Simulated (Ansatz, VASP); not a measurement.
## SiC in VASP and in Ansatz

The input INCAR:

```
SYSTEM = SiC
ALGO = Normal
EDIFF = 1E-6
ENCUT = 520
GGA = PE
ISIF = 2
ISMEAR = -1
LASPH = .True.
LCHARG = .False.
LREAL = .False.
LWAVE = .False.
NBANDS = 11
NELM = 80
PREC = Accurate
SIGMA = 0.02
```

File KPOINTS:

```
k-points
0
Gamma
  8 8 8
  0 0 0
```

File POSCAR:

```
SiC
1.0
    0.0000000000      2.0138687949      2.0138687949
    2.0138687949      0.0000000000      2.0138687949
    2.0138687949      2.0138687949      0.0000000000
Si C
1 1
Direct
    0.0000000000      0.0000000000      0.0000000000
    0.5000000000      0.5000000000      0.5000000000
```

Input for Ansatz:

```yaml
crystal:
  lattice:
    - [0.0, 2.0138687949, 2.0138687949]
    - [2.0138687949, 0.0, 2.0138687949]
    - [2.0138687949, 2.0138687949, 0.0]
  atoms:
    - { symbol: Si, position: [0.0, 0.0, 0.0] }
    - { symbol: C, position: [0.5, 0.5, 0.5] }
kpoints:
  mp_grid: { grid: [8, 8, 8] }
hamiltonian:
  xc: pbe
scf:
  occupations: { method: fermi_dirac, width: 0.02 }
  n_extra_bands: 24
output:
  forces: true
  stress: true
  eigenvalues: true
```

Alike in both runs: task single point; functional PBE; k mesh 8 × 8 × 8; occupations fermi-dirac, width 0.02 eV; no spin polarisation.

|  | VASP | Ansatz |
| --- | --- | --- |
| version | VASP 6.6.1 | Ansatz 0.2.0 |
| potentials or method | VASP PAW PBE potentials, release 64 (Si, C) | plane waves |
| plane-wave cutoff (eV) | 520 | 420 |
| valence electrons in the cell | 8 | 8 |

Ansatz gave:

| Quantity | Value |
| --- | --- |
| pressure (GPa) | 6.1 |

**Question.** What did VASP give for the same quantities?

**Answer.** Pressure (GPa): 6.3.
